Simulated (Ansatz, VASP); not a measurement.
V in VASP and in Ansatz

```
CELL_PARAMETERS angstrom
2.04974 -3.47393 0.00000
2.04974 3.47393 0.00000
0.00000 0.00000 4.10493
ATOMIC_POSITIONS crystal
V 0.15250 0.84750 0.07850
V 0.65250 0.34750 0.42150
V 0.84750 0.15250 0.92150
V 0.34750 0.65250 0.57850
```

Alike in both runs: task relaxation of cell and atoms; functional PBEsol; k mesh 6 × 6 × 4; occupations gaussian, width 0.1 eV; no spin polarisation.

|  | VASP | Ansatz |
| --- | --- | --- |
| version | VASP 6.6.1 | Ansatz 0.2.0 |
| potentials or method | VASP PAW PBE potentials, release 64 (V_sv), cutoff 600 eV | scalar-relativistic, plane waves, PAW |
| valence electrons in the cell | 52 | 52 |

VASP gave:

- gap on the k mesh at the Fermi level, each at its own relaxed structure (eV): none
- relaxed volume (Å³/atom): 13.39
- relaxed cell length with the largest relative difference (Å): 2.856

Task: What did Ansatz give for the same quantities?

Result: gap on the k mesh at the Fermi level, each at its own relaxed structure (eV): none; relaxed volume (Å³/atom): 13.38; relaxed cell length with the largest relative difference (Å): 2.841.

VASP's potentials were made for PBE, not for PBEsol. A gap of «none» marks a metal or a gap that the smearing closes.

The k mesh is coarse, so the values compare programs but aren't converged.
